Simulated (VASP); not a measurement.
# TlBr (Pm-3m) in VASP: single point with RPBE

Aim: the single point of TlBr with RPBE.

All numbers are computed with VASP 6.6.1; they aren't measurements. Logs are shortened: lines on timing, memory, paths and dates and some standing lists are left out, and cuts for length are marked.

### Step 1. The cell of the first run

It takes space group Pm-3m (No. 221, cubic). Conventional cell: a = 3.915 Å, b = 3.915 Å, c = 3.915 Å, α = 90.00°, β = 90.00°, γ = 90.00°. Tl (site symmetry m-3m) has 8 Br at 3.39 Å and 6 Tl at 3.91 Å within 4.5 Å. Within 4.5 Å of Br (site symmetry m-3m) lie 8 Tl at 3.39 Å and 6 Br at 3.91 Å.

### Step 2. Single point, RPBE

File INCAR:

```
  ALGO = Normal
  EDIFF = 1E-6
  ENCUT = 500
  GGA = RP
  GGA_COMPAT = False
  ISIF = 2
  ISMEAR = 0
  LASPH = True
  LCHARG = False
  LREAL = False
  LWAVE = False
  NBANDS = 17
  NELM = 120
  PREC = Accurate
  SIGMA = 0.01
```

File KPOINTS:

```
k-points
0
Gamma
  6 6 6
```

File POSCAR:

```
TlBr
1.0
    3.9145326198      0.0000000000      0.0000000000
    0.0000000000      3.9145326198      0.0000000000
    0.0000000000      0.0000000000      3.9145326198
Tl Br
1 1
Direct
    0.0000000000      0.0000000000      0.0000000000
    0.5000000000      0.5000000000      0.5000000000
```

Potentials or basis: VASP PAW PBE potentials, release 64 (Tl_d, Br).

Run with:

```
> cat potpaw_PBE.64/Tl_d/POTCAR potpaw_PBE.64/Br/POTCAR > POTCAR
> mpirun -np 1 vasp_std > vasp.out
```

OUTCAR:

```text
EDIFF = 1E-6
   ENCUT = 500
   GGA = RP
   ISIF = 2
   ISMEAR = 0
   LASPH = True
   LREAL = False
   NELM = 120
   PREC = Accurate

 ion  position               nearest neighbor table
   1  0.000  0.000  0.000-   2 3.39   2 3.39   2 3.39   2 3.39   2 3.39   2 3.39   2 3.39   2 3.39

   2  0.500  0.500  0.500-   1 3.39   1 3.39   1 3.39   1 3.39   1 3.39   1 3.39   1 3.39   1 3.39

  LATTYP: Found a simple cubic cell.
 ALAT       =     3.9145326198

  Lattice vectors:

 A1 = (   3.9145326198,   0.0000000000,   0.0000000000)
 A2 = (   0.0000000000,   3.9145326198,   0.0000000000)
 A3 = (   0.0000000000,   0.0000000000,   3.9145326198)

Analysis of symmetry for initial positions (statically):
=====================================================================
 Subroutine PRICEL returns:
 Original cell was already a primitive cell.

 Routine SETGRP: Setting up the symmetry group for a
 simple cubic supercell.

 Subroutine GETGRP returns: Found 48 space group operations
 (whereof 48 operations were pure point group operations)
 out of a pool of 48 trial point group operations.

The static configuration has the point symmetry O_h .

Analysis of symmetry for dynamics (positions and initial velocities):
=====================================================================
 Subroutine PRICEL returns:
 Original cell was already a primitive cell.

 Routine SETGRP: Setting up the symmetry group for a
 simple cubic supercell.

 Subroutine GETGRP returns: Found 48 space group operations
 (whereof 48 operations were pure point group operations)
 out of a pool of 48 trial point group operations.

The dynamic configuration has the point symmetry O_h .

 Subroutine INISYM returns: Found 48 space group operations
 (whereof 48 operations are pure point group operations),
 and found     1 'primitive' translations

----------------------------------------------------------------------------------------

                                     Primitive cell

  volume of cell :      59.9846

  direct lattice vectors                    reciprocal lattice vectors
     3.914532620  0.000000000  0.000000000     0.255458339  0.000000000  0.000000000
     0.000000000  3.914532620  0.000000000     0.000000000  0.255458339  0.000000000
     0.000000000  0.000000000  3.914532620     0.000000000  0.000000000  0.255458339

  length of vectors
     3.914532620  3.914532620  3.914532620     0.255458339  0.255458339  0.255458339

  position of ions in fractional coordinates (direct lattice)
     0.000000000  0.000000000  0.000000000
     0.500000000  0.500000000  0.500000000

  ion indices of the primitive-cell ions
   primitive index   ion index
                 1           1
                 2           2

----------------------------------------------------------------------------------------

 KPOINTS: k-points

Automatic generation of k-mesh.
 Grid dimensions read from file:
 generate k-points for:    6    6    6

 Generating k-lattice:

  Cartesian coordinates                     Fractional coordinates (reciprocal lattice)
     0.042576390  0.000000000  0.000000000     0.166666667  0.000000000  0.000000000
     0.000000000  0.042576390  0.000000000     0.000000000  0.166666667  0.000000000
     0.000000000  0.000000000  0.042576390     0.000000000  0.000000000  0.166666667

  Length of vectors
     0.042576390  0.042576390  0.042576390

  Shift w.r.t. Gamma in fractional coordinates (k-lattice)
     0.000000000  0.000000000  0.000000000

 Subroutine IBZKPT returns following result:
 ===========================================

 Found     20 irreducible k-points:

 Following reciprocal coordinates:
            Coordinates               Weight
  0.000000  0.000000  0.000000      1.000000
  0.166667  0.000000  0.000000      6.000000
  0.333333  0.000000  0.000000      6.000000
  0.500000  0.000000  0.000000      3.000000
  0.166667  0.166667  0.000000     12.000000
  0.333333  0.166667  0.000000     24.000000
[... 12 lines left out ...]
  0.500000  0.500000  0.333333      6.000000
  0.500000  0.500000  0.500000      1.000000
   k-points           NKPTS =     20   k-points in BZ     NKDIM =     20   number of bands    NBANDS=     17
   number of dos      NEDOS =    301   number of ions     NIONS =      2
   total plane-waves  NPLWV =  27000
   dimension x,y,z NGX =    30 NGY =   30 NGZ =   30
   dimension x,y,z NGXF=    60 NGYF=   60 NGZF=   60
   ions per type =               1   1
   NGX,Y,Z   is equivalent  to a cutoff of  12.74, 12.74, 12.74 a.u.
   NGXF,Y,Z  is equivalent  to a cutoff of  25.48, 25.48, 25.48 a.u.
 SYSTEM =  unknown system
   PREC   = accura    normal or accurate (medium, high low for compatibility)
   ISTART =      0    job   : 0-new  1-cont  2-samecut
   ICHARG =      2    charge: 1-file 2-atom 10-const
   ISPIN  =      1    spin polarized calculation?
   LNONCOLLINEAR =      F non collinear calculations
   LSORBIT =      F    spin-orbit coupling
   LASPH  =      T    aspherical Exc in radial PAW
   ENCUT  =  500.0 eV  36.75 Ry    6.06 a.u.   7.14  7.14  7.14*2*pi/ulx,y,z
   NELM   =    120;   NELMIN=  2; NELMDL= -5     # of ELM steps
   EDIFF  = 0.1E-05   stopping-criterion for ELM
   LREAL  =      F    real-space projection
   EDIFFG = 0.1E-04   stopping-criterion for IOM
   NSW    =      0    number of steps for IOM
   IBRION =     -1    ionic relax: 0-MD 1-quasi-New 2-CG
   NFREE  =      0    steps in history (QN), initial steepest desc. (CG)
   ISIF   =      2    stress and relaxation
   ISYM   =      2    0-nonsym 1-usesym 2-fastsym
   POTIM  = 0.5000    time-step for ionic-motion
   TEBEG  =    0.0;   TEEND  =   0.0 temperature during run
   PSTRESS=    0.0 pullay stress
   NELECT =      20.0000    total number of electrons
   NUPDOWN=      -1.0000    fix difference up-down
   EMIN   =  10.00;   EMAX   =-10.00  energy-range for DOS
   EFERMI =   0.00;   METHOD = LEGACY
   ISMEAR =     0;   SIGMA  =   0.01  broadening in eV -4-tet -1-fermi 0-gaus
   EFERMI_NEDOS =   21; number of points for ismear=-14 and -15
   IALGO  =     38    algorithm
   IMIX   =      4    mixing-type and parameters
     AMIX     =   0.40;   BMIX     =  1.00
     AMIX_MAG =   1.60;   BMIX_MAG =  1.00
  volume/ion in A,a.u.               =      29.99       202.40
  Fermi-wavevector in a.u.,A,eV,Ry     =   1.135198  2.145213 17.533478  1.288674
  Thomas-Fermi vector in A             =   2.271902
   LORBIT       =      0    0 simple, 1 ext, 2 COOP (PROOUT), +10 PAW based schemes
   GGA     = RP    functional components
   LHFCALC =     F    Hartree Fock is set to
   AEXX    =    0.0000 exact exchange contribution
   IVDW    =     0    specifies the selected vdW correction
   LEPSILON=     F    determine dielectric tensor
   LRPA    =     F    only Hartree local field effects (RPA)
 non-spin polarized calculation
 Gauss-broadening in eV      SIGMA  =   0.01
  energy-cutoff  :      500.00
  volume of cell :       59.98
 maximum number of plane-waves:      1568
 NGX is ok and might be reduce to    30
   NGX = 15   NGY = 15   NGZ = 15

 number of electron      19.9999996 magnetization

 Free energy of the ion-electron system (eV)
  ---------------------------------------------------
  ext. energy  EPLUGINS =         0.00000000
  ---------------------------------------------------
  free energy    TOTEN  =        -4.86140968 eV

  energy without entropy =       -4.86140968  energy(sigma->0) =       -4.86140968

 E-fermi :   3.1534     XC(G=0):  -8.9992

 val. band max:        3.0716666134   @ k =   0.5000   0.0000   0.0000
 cond. band min:       4.9331087152   @ k =   0.5000   0.0000   0.0000
 fundamental gap:      1.8614421018
 Fermi energy:         3.1534006854

 k-point     1 :       0.0000    0.0000    0.0000
  band No.  band energies     occupation
      1     -10.9470      2.00000
      2      -7.2002      2.00000
      3      -7.2002      2.00000
      4      -6.9985      2.00000
      5      -6.9985      2.00000
      6      -6.9985      2.00000
[... 9 lines left out ...]
     16      14.8129      0.00000
     17      16.5895      0.00000

 k-point     2 :       0.1667    0.0000    0.0000
  band No.  band energies     occupation
      1     -10.8817      2.00000
      2      -7.1972      2.00000
      3      -7.1632      2.00000
      4      -7.0164      2.00000
      5      -7.0164      2.00000
      6      -6.9969      2.00000
[... 9 lines left out ...]
     16      16.1782      0.00000
     17      16.3365      0.00000

 k-point     3 :       0.3333    0.0000    0.0000
  band No.  band energies     occupation
      1     -10.7437      2.00000
      2      -7.1910      2.00000
      3      -7.0923      2.00000
      4      -7.0519      2.00000
      5      -7.0519      2.00000
      6      -6.9937      2.00000
[... 9 lines left out ...]
     16      14.5058      0.00000
     17      16.6057      0.00000

 k-point     4 :       0.5000    0.0000    0.0000
  band No.  band energies     occupation
      1     -10.6705      2.00000
      2      -7.1879      2.00000
      3      -7.0694      2.00000
      4      -7.0694      2.00000
      5      -7.0589      2.00000
      6      -6.9921      2.00000
[... 9 lines left out ...]
     16      16.6112      0.00000
     17      16.7639      0.00000
[... 263 lines left out ...]
      1     -10.4322      2.00000
      2      -7.1353      2.00000
      3      -7.1082      2.00000
      4      -7.0640      2.00000
      5      -7.0035      2.00000
      6      -6.9619      2.00000
[... 9 lines left out ...]
     16      15.1800      0.00000
     17      19.3714      0.00000

 k-point    19 :       0.5000    0.5000    0.3333
  band No.  band energies     occupation
      1     -10.3813      2.00000
      2      -7.1316      2.00000
      3      -7.1316      2.00000
      4      -7.1135      2.00000
      5      -6.9820      2.00000
      6      -6.9376      2.00000
[... 9 lines left out ...]
     16      15.7528      0.00000
     17      19.7545      0.00000

 k-point    20 :       0.5000    0.5000    0.5000
  band No.  band energies     occupation
      1     -10.3228      2.00000
      2      -7.1583      2.00000
      3      -7.1583      2.00000
      4      -7.1583      2.00000
      5      -6.9368      2.00000
      6      -6.9368      2.00000
[... 9 lines left out ...]
     16      16.3350      0.00000
     17      19.9129      0.00000

------------------------ aborting loop because EDIFF is reached ----------------------------------------

  FORCE on cell =-STRESS in cart. coord.  units (eV):
  Direction    XX          YY          ZZ          XY          YZ          ZX
  --------------------------------------------------------------------------------------
  -------------------------------------------------------------------------------------
  Total        1.7764790      1.7764790      1.7764790      0.0000000      0.0000000     -0.0000000
  in kB       47.4494211     47.4494211     47.4494211      0.0000000      0.0000000     -0.0000000
  external PRESSURE =      47.4494211 kB  Pullay stress =       0.0000000 kB

 VOLUME and BASIS-vectors are now :
 -----------------------------------------------------------------------------
  energy-cutoff  :      500.00
  volume of cell :       59.98
      direct lattice vectors                 reciprocal lattice vectors
     3.914532620  0.000000000  0.000000000     0.255458339  0.000000000  0.000000000
     0.000000000  3.914532620  0.000000000     0.000000000  0.255458339  0.000000000
     0.000000000  0.000000000  3.914532620     0.000000000  0.000000000  0.255458339

 POSITION                                       TOTAL-FORCE (eV/Angst)
 -----------------------------------------------------------------------------------
      0.00000      0.00000      0.00000         0.000000      0.000000      0.000000
      1.95727      1.95727      1.95727         0.000000      0.000000      0.000000
 -----------------------------------------------------------------------------------
    total drift:                               -0.000000     -0.000000     -0.000000

  FREE ENERGIE OF THE ION-ELECTRON SYSTEM (eV)
  ---------------------------------------------------
  free  energy   TOTEN  =        -4.8614096839 eV

  energy  without entropy=       -4.8614096839  energy(sigma->0) =       -4.86140968
```

Wall time 9.5 s (1 thread of AMD EPYC 9R45 (Zen 5), shared host); peak memory 0.15 GiB.

What came out:

| Item | Value |
| --- | --- |
| Free energy | -4.8614 eV |
| Pressure | 4.7 GPa |
| Band gap on the k mesh | 1.86 eV, direct |

Levels at points of the mesh, in eV from the valence-band top:
| k point | band 7 | band 8 | band 9 | band 10 | band 11 | band 12 | band 13 | band 14 |
| --- | --- | --- | --- | --- | --- | --- | --- | --- |
| (0.00, 0.00, 0.00) | -4.71 | -1.53 | -1.53 | -1.53 | 6.98 | 6.98 | 7.47 | 7.47 |
| (0.50, 0.00, 0.00) | -5.80 | -0.98 | -0.98 | 0.00 | 1.86 | 5.82 | 5.82 | 7.91 |
| (0.50, 0.50, 0.00) | -3.81 | -3.25 | -3.25 | -0.91 | 5.00 | 5.00 | 7.61 | 7.79 |
| (0.50, 0.50, 0.50) | -2.72 | -2.17 | -2.17 | -2.17 | 2.05 | 2.05 | 2.05 | 13.26 |

Caveat: the PAW data sets were made with another functional, which shifts forces and pressure a little; spin-orbit coupling is left out, which moves the levels of the heavy elements. A k mesh can miss the band edges.
